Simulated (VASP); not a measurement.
Set up this calculation in VASP 6.6.1, as the native input.

- Task: single point
- Functional: r2SCAN
- Dispersion: D3(BJ)
- Potentials or basis: VASP PAW PBE potentials, release 64 (O, H, C)
- Cutoff: 580 eV
- k mesh: 1 × 1 × 1
- Occupations: fermi-dirac, width 0.05 eV
- Spin: no spin polarisation
- Dipole correction: no
- Further INCAR settings: ALGO = Normal; EDIFF = 1e-06; NBANDS = 60

The system is H20CO9.

```
O H C
1.0
     6.51319    0.00000    0.00000
     0.00000    6.51319    0.00000
     0.00000    0.00000    6.51319
O H C
9 20 1
Direct
  0.21665 0.11409 0.40228
  0.04417 0.72625 0.59444
  0.64104 0.57767 0.71916
  0.28276 0.29861 0.90328
  0.77988 0.16305 0.58342
  0.58144 0.93736 0.97627
  0.57927 0.86286 0.36150
  0.68034 0.35973 0.20257
  0.20988 0.59710 0.15466
  0.18240 0.21338 0.30905
  0.09117 0.12214 0.49387
  0.95919 0.59842 0.54225
  0.94405 0.78769 0.68507
  0.65312 0.44106 0.64680
  0.56849 0.68472 0.62845
  0.26402 0.44482 0.96739
  0.40914 0.33248 0.82155
  0.90007 0.28091 0.58547
  0.76730 0.21023 0.42850
  0.58782 0.92641 0.83999
  0.51749 0.06525 0.98549
  0.46780 0.95182 0.38465
  0.60662 0.86141 0.22402
  0.67402 0.51086 0.26010
  0.67342 0.36081 0.05845
  0.98747 0.82718 0.12459
  0.28774 0.64122 0.26525
  0.26015 0.93045 0.12866
  0.13322 0.79735 0.89882
  0.15857 0.79924 0.06181
```

The input as run:

POSCAR

```
H20CO9
1.0
    6.5131880000      0.0000000000      0.0000000000
    0.0000000000      6.5131880000      0.0000000000
    0.0000000000      0.0000000000      6.5131880000
O H C
9 20 1
Direct
    0.2166527360      0.1140915939      0.4022761204
    1.0441737595      0.7262495724      0.5944400806
    0.6410378451      0.5776740975      0.7191562719
    0.2827647536      0.2986095289      0.9032750168
    0.7798792235      0.1630537918      0.5834162932
    0.5814356963      0.9373597077      0.9762653865
    0.5792708578      0.8628646985      0.3614973190
    0.6803427139      0.3597316706      0.2025736091
    0.2098818582      0.5970962300      0.1546554468
    0.1823991569      0.2133824480      0.3090498846
    0.0911688715      0.1221368092      0.4938748889
    0.9591923341      0.5984166279      0.5422536552
    0.9440538182      0.7876941369      0.6850715809
    0.6531210215      0.4410589714      0.6467953942
    0.5684927258      0.6847184512      0.6284480043
    0.2640181736      0.4448205702      0.9673910841
    0.4091391190      0.3324792713      0.8215485259
    0.9000661427      0.2809069844      0.5854736574
    0.7673047362      0.2102349878      0.4284998376
    0.5878227375      0.9264126876      0.8399880366
    0.5174885171      1.0652540661      0.9854928186
    0.4678047064      0.9518226712      0.3846503433
    0.6066153779      0.8614061194      0.2240223989
    0.6740170866      0.5108558205      0.2601030402
    0.6734183015      0.3608064131      0.0584506389
   -0.0125284269      0.8271832473      0.1245933635
    0.2877392761      0.6412220866      0.2652464507
    0.2601491006      0.9304506487      0.1286620316
    0.1332220105      0.7973514660     -0.1011793303
    0.1585705802      0.7992399421      0.0618130476
```

INCAR.step1

```
SYSTEM = H20CO9
ALGO = Normal
EDIFF = 1E-5
ENCUT = 580
GGA = PE
GGA_COMPAT = .False.
ISMEAR = -1
LASPH = .True.
LCHARG = .False.
LREAL = .False.
LWAVE = .True.
NBANDS = 60
NELM = 120
PREC = Accurate
SIGMA = 0.05
```

INCAR.step2

```
SYSTEM = H20CO9
ALGO = Normal
EDIFF = 1E-6
ENCUT = 580
GGA_COMPAT = .False.
ISIF = 2
ISMEAR = -1
ISTART = 1
IVDW = 12
LASPH = .True.
LCHARG = .False.
LMIXTAU = .True.
LREAL = .False.
LWAVE = .False.
METAGGA = R2SCAN
NBANDS = 60
NELM = 120
PREC = Accurate
SIGMA = 0.05
VDW_A1 = 0.49484001
VDW_A2 = 5.73083694
VDW_S6 = 1.0
VDW_S8 = 0.78981345
```

KPOINTS

```
k-points
0
Gamma
  1 1 1
  0 0 0
```

Potentials or basis: VASP PAW PBE potentials, release 64 (O, H, C).

Run with:

```bash
$ cat potpaw_PBE.64/O/POTCAR potpaw_PBE.64/H/POTCAR potpaw_PBE.64/C/POTCAR > POTCAR
$ cp INCAR.step1 INCAR
$ mpirun -np 1 vasp_gam > vasp.out
$ cp INCAR.step2 INCAR
$ mpirun -np 1 vasp_gam > vasp.out
```

It gave:

| Item | Value |
| --- | --- |
| Pressure | -1.7 GPa |
| Largest force | 6.554 eV/Å |
| Dispersion energy per atom | -0.018 eV |

Caveat: the k points lie up to 0.96 Å⁻¹ apart; the PAW data sets were made with another functional, which shifts forces and pressure a little.

Run time: 5 min on 1 thread of Intel Xeon 8259CL (shared host), peak memory 0.42 GiB.
